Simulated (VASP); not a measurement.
# Sn (P6/mmm) in VASP: a series of runs, part 2 of 2

VASP 6.6.1.

**3. Single point, PBE (28.98 Å³/atom)**

This run uses another cell than the first one, of 28.98 Å³/atom.

INCAR

```
SYSTEM = Sn
  PREC = Accurate
  ENCUT = 520
  EDIFF = 1E-7
  ISMEAR = -1
  SIGMA = 0.1
  LREAL = .False.
  LASPH = .True.
  NELM = 80
  ALGO = Normal
  ISIF = 2
  LWAVE = .False.
  LCHARG = .True.
  GGA = PE
  LELF = .True.
  LVHAR = .True.
  NBANDS = 28
```

KPOINTS

```
Automatic mesh
0
Gamma
  8 8 11
  0 0 0
```

POSCAR

```
Sn
1.0
    5.4806995466      0.0000000000      0.0000000000
   -2.7403497733      4.7464250379      0.0000000000
    0.0000000000      0.0000000000      3.3417573963
Sn
3
Direct
    0.0000000000      0.0000000000      0.0000000000
    0.3333333333      0.6666666667      0.5000000000
    0.6666666667      0.3333333333      0.5000000000
```

Potentials or basis: VASP PAW PBE potentials, release 64 (Sn_d).

The run is started by

```console
> cat potpaw_PBE.64/Sn_d/POTCAR > POTCAR
> mpirun -np 1 vasp_std > vasp.out
```

OUTCAR:

```text
SYSTEM = Sn
   PREC = Accurate
   ENCUT = 520
   EDIFF = 1E-7
   ISMEAR = -1
   LREAL = .False.
   LASPH = .True.
   NELM = 80
   ISIF = 2
   GGA = PE

 ion  position               nearest neighbor table
   1  0.000  0.000  0.000-   2 3.58   3 3.58   2 3.58   3 3.58   3 3.58   3 3.58   2 3.58   2 3.58
                             3 3.58   3 3.58   2 3.58   2 3.58
   2  0.333  0.667  0.500-   3 3.16   3 3.16   3 3.16   1 3.58   1 3.58   1 3.58   1 3.58   1 3.58
                             1 3.58
   3  0.667  0.333  0.500-   2 3.16   2 3.16   2 3.16   1 3.58   1 3.58   1 3.58   1 3.58   1 3.58
                             1 3.58

  LATTYP: Found a hexagonal cell.
 ALAT       =     5.4806995466
 C/A-ratio  =     0.6097319088

  Lattice vectors:

 A1 = (   5.4806995466,   0.0000000000,   0.0000000000)
 A2 = (  -2.7403497733,   4.7464250379,   0.0000000000)
 A3 = (   0.0000000000,   0.0000000000,   3.3417573963)

Analysis of symmetry for initial positions (statically):
=====================================================================
 Subroutine PRICEL returns:
 Original cell was already a primitive cell.

 Routine SETGRP: Setting up the symmetry group for a
 hexagonal supercell.

 Subroutine GETGRP returns: Found 24 space group operations
 (whereof 24 operations were pure point group operations)
 out of a pool of 24 trial point group operations.

The static configuration has the point symmetry D_6h.

Analysis of symmetry for dynamics (positions and initial velocities):
=====================================================================
 Subroutine PRICEL returns:
 Original cell was already a primitive cell.

 Routine SETGRP: Setting up the symmetry group for a
 hexagonal supercell.

 Subroutine GETGRP returns: Found 24 space group operations
 (whereof 24 operations were pure point group operations)
 out of a pool of 24 trial point group operations.
[... 118 lines left out ...]
   ISMEAR =    -1;   SIGMA  =   0.10  broadening in eV -4-tet -1-fermi 0-gaus
   EFERMI_NEDOS =   21; number of points for ismear=-14 and -15
   IALGO  =     38    algorithm
   IMIX   =      4    mixing-type and parameters
     AMIX     =   0.40;   BMIX     =  1.00
     AMIX_MAG =   1.60;   BMIX_MAG =  1.00
  volume/ion in A,a.u.               =      28.98       195.55
  Fermi-wavevector in a.u.,A,eV,Ry     =   1.284593  2.427528 22.452037  1.650178
  Thomas-Fermi vector in A             =   2.416777
   LORBIT       =      0    0 simple, 1 ext, 2 COOP (PROOUT), +10 PAW based schemes
   GGA     = PE    functional components
   LHFCALC =     F    Hartree Fock is set to
   AEXX    =    0.0000 exact exchange contribution
   IVDW    =     0    specifies the selected vdW correction
   LEPSILON=     F    determine dielectric tensor
   LRPA    =     F    only Hartree local field effects (RPA)
 non-spin polarized calculation
  energy-cutoff  :      520.00
  volume of cell :       86.93
 maximum number of plane-waves:      2368
 NGX is ok and might be reduce to    42
   NGX = 21   NGY = 21   NGZ = 13

 number of electron      42.0000028 magnetization

 Free energy of the ion-electron system (eV)
  ---------------------------------------------------
  ext. energy  EPLUGINS =         0.00000000
  ---------------------------------------------------
  free energy    TOTEN  =       -11.31460480 eV

  energy without entropy =      -11.25389197  energy(sigma->0) =      -11.28424839

 E-fermi :   7.3168     XC(G=0): -10.0600

 val. band max:        7.3155922099   @ k =   0.1250   0.1250   0.4545
 cond. band min:       7.3260264068   @ k =   0.3750  -0.0000   0.2727
 fundamental gap:      0.0104341969
 Fermi energy:         7.3167647289

 k-point     1 :       0.0000    0.0000    0.0000
  band No.  band energies     occupation
      1     -14.3251      2.00000
      2     -14.2584      2.00000
      3     -14.2584      2.00000
      4     -14.2213      2.00000
      5     -14.2213      2.00000
      6     -14.1812      2.00000
[... 733 lines left out ...]
     27      11.7092      0.00000
     28      14.3321      0.00000

 [... further k-points ...]

------------------------ aborting loop because EDIFF is reached ----------------------------------------

  FORCE on cell =-STRESS in cart. coord.  units (eV):
  Direction    XX          YY          ZZ          XY          YZ          ZX
  --------------------------------------------------------------------------------------
  -------------------------------------------------------------------------------------
  Total       -0.3561796     -0.3561796     -1.5138660     -0.0000000      0.0000000     -0.0000000
  in kB       -6.5645069     -6.5645069    -27.9010465     -0.0000000      0.0000000     -0.0000000
  external PRESSURE =     -13.6766868 kB  Pullay stress =       0.0000000 kB

 VOLUME and BASIS-vectors are now :
 -----------------------------------------------------------------------------
  energy-cutoff  :      520.00
  volume of cell :       86.93
      direct lattice vectors                 reciprocal lattice vectors
     5.480699547  0.000000000  0.000000000     0.182458460  0.105342441  0.000000000
    -2.740349773  4.746425038  0.000000000     0.000000000  0.210684882  0.000000000
     0.000000000  0.000000000  3.341757396     0.000000000  0.000000000  0.299243746

 POSITION                                       TOTAL-FORCE (eV/Angst)
 -----------------------------------------------------------------------------------
      0.00000      0.00000      0.00000        -0.000000      0.000000     -0.000000
     -0.00000      3.16428      1.67088        -0.000000      0.000000      0.000000
      2.74035      1.58214      1.67088         0.000000      0.000000     -0.000000
 -----------------------------------------------------------------------------------
    total drift:                                0.000000      0.000000     -0.000000

  FREE ENERGIE OF THE ION-ELECTRON SYSTEM (eV)
  ---------------------------------------------------
  free  energy   TOTEN  =       -11.3146048032 eV

  energy  without entropy=      -11.2538919703  energy(sigma->0) =      -11.28424839
```

OSZICAR:

```text
N       E                     dE             d eps       ncg     rms          rms(c)
DAV:   1     0.379364844394E+03    0.37936E+03   -0.21448E+04  3388   0.230E+03
DAV:   2     0.353665750180E+02   -0.34400E+03   -0.33874E+03  3360   0.530E+02
DAV:   3    -0.944290517514E+01   -0.44809E+02   -0.44160E+02  3836   0.174E+02
DAV:   4    -0.112895505805E+02   -0.18466E+01   -0.18386E+01  3824   0.380E+01
DAV:   5    -0.113580635540E+02   -0.68513E-01   -0.68506E-01  4548   0.711E+00    0.216E+00
DAV:   6    -0.113223443699E+02    0.35719E-01   -0.65530E-02  4240   0.592E+00    0.118E+00
DAV:   7    -0.113150642945E+02    0.72801E-02   -0.62056E-02  3844   0.279E+00    0.239E-01
DAV:   8    -0.113145787925E+02    0.48550E-03   -0.46596E-03  3608   0.938E-01    0.102E-01
DAV:   9    -0.113146014659E+02   -0.22673E-04   -0.61889E-04  4272   0.273E-01    0.238E-02
DAV:  10    -0.113146027382E+02   -0.12723E-05   -0.33377E-05  4568   0.834E-02    0.856E-03
DAV:  11    -0.113146049063E+02   -0.21681E-05   -0.68960E-06  3952   0.343E-02    0.202E-03
DAV:  12    -0.113146047227E+02    0.18365E-06   -0.78628E-07  3956   0.103E-02    0.584E-04
DAV:  13    -0.113146048032E+02   -0.80514E-07   -0.93771E-08  1948   0.375E-03
   1 F= -.11314605E+02 E0= -.11284248E+02  d E =-.607128E-01
```

stdout:

```text
POSCAR found type information on POSCAR Sn
 POSCAR found :  1 types and       3 ions
 scaLAPACK will be used
 LDA part: xc-table for (Slater+PW92), standard interpolation
 POSCAR, INCAR and KPOINTS ok, starting setup
 FFT: planning ... GRIDC
 FFT: planning ... GRID_SOFT
 FFT: planning ... GRID
 WAVECAR not read
 entering main loop
```

Wall time 76 s (1 thread of AMD EPYC 9R45 (Zen 5), shared host); peak memory 0.24 GiB.

What came out:

```yaml
Free_energy: -11.3146 eV
Pressure: -1.4 GPa
Band_gap_on_the_k_mesh: zero (bands 21 and 22 overlap by 3.62 eV)
```

Levels at points of the mesh, in eV from the Fermi level:
```tsv
k point	band 18	band 19	band 20	band 21	band 22	band 23	band 24	band 25
(0.00, 0.00, 0.00)	-5.24	-2.34	-2.34	-2.21	-2.21	2.86	6.33	7.43
(0.50, 0.00, 0.00)	-6.35	-4.12	1.02	1.15	2.63	2.97	3.94	4.59
```

Caveat: spin-orbit coupling is left out, which moves the levels of the heavy elements.

**4. Single point, PBE (30.09 Å³/atom)**

This run uses another cell than the first one, of 30.09 Å³/atom.

INCAR

```
PREC = Accurate
ENCUT = 520
EDIFF = 1E-6
ISMEAR = -1
SIGMA = 0.1
LREAL = F
LASPH = T
NELM = 60
ALGO = Normal
ISIF = 2
LWAVE = F
LCHARG = F
GGA = PE
NBANDS = 28
```

KPOINTS

```
Automatic mesh
0
Gamma
  8 8 11
```

POSCAR

```
Sn
1.0
    5.5500828559      0.0000000000      0.0000000000
   -2.7750414279      4.8065127463      0.0000000000
    0.0000000000      0.0000000000      3.3840626138
Sn
3
Direct
    0.0000000000      0.0000000000      0.0000000000
    0.3333333333      0.6666666667      0.5000000000
    0.6666666667      0.3333333333      0.5000000000
```

The run is started by

```console
> cat potpaw_PBE.64/Sn_d/POTCAR > POTCAR
> mpirun -np 1 vasp_std > vasp.out
```

Run time: 68 s. Hardware: 1 thread of AMD EPYC 9R45 (Zen 5), shared host; peak memory 0.24 GiB.

Results (log left out):

```
Free energy            : -11.2724 eV
Pressure               : -2.7 GPa
Band gap on the k mesh : zero (bands 21 and 22 overlap by 3.45 eV)
```

Stress tensor (GPa, compression positive):
```
-2.14  0.00  0.00
 0.00 -2.14  0.00
 0.00  0.00 -3.91
```

Levels at points of the mesh, in eV from the Fermi level:
```
           k point  band 18  band 19  band 20  band 21  band 22  band 23  band 24  band 25
(0.00, 0.00, 0.00)    -5.27    -2.22    -2.22    -2.09    -2.09     2.79     6.23     7.10
(0.50, 0.00, 0.00)    -6.32    -3.94     0.93     1.06     2.57     2.92     3.81     4.44
```

Caveat: spin-orbit coupling is left out, which moves the levels of the heavy elements.

**5. Summary**

```csv
cell,gap on the mesh (eV),pressure (GPa)
"a = 5.410, b = 5.410, c = 3.298 Å, angles 90.0, 90.0, 120.0°, 3 atoms",none,0.3
"a = 5.481, b = 5.481, c = 3.342 Å, angles 90.0, 90.0, 120.0°, 3 atoms",none,-1.4
"a = 5.550, b = 5.550, c = 3.384 Å, angles 90.0, 90.0, 120.0°, 3 atoms",none,-2.7
```

Alike in all rows: task single point; level PBE; potentials or basis VASP PAW PBE potentials, release 64 (Sn_d); no spin polarisation; k mesh 8 × 8 × 11; cutoff (eV) 520; smearing fermi-dirac 0.1 eV.

Caveats: spin-orbit coupling is left out, which moves the levels of the heavy elements.

Absolute energies hang on the potentials; compare differences alone.
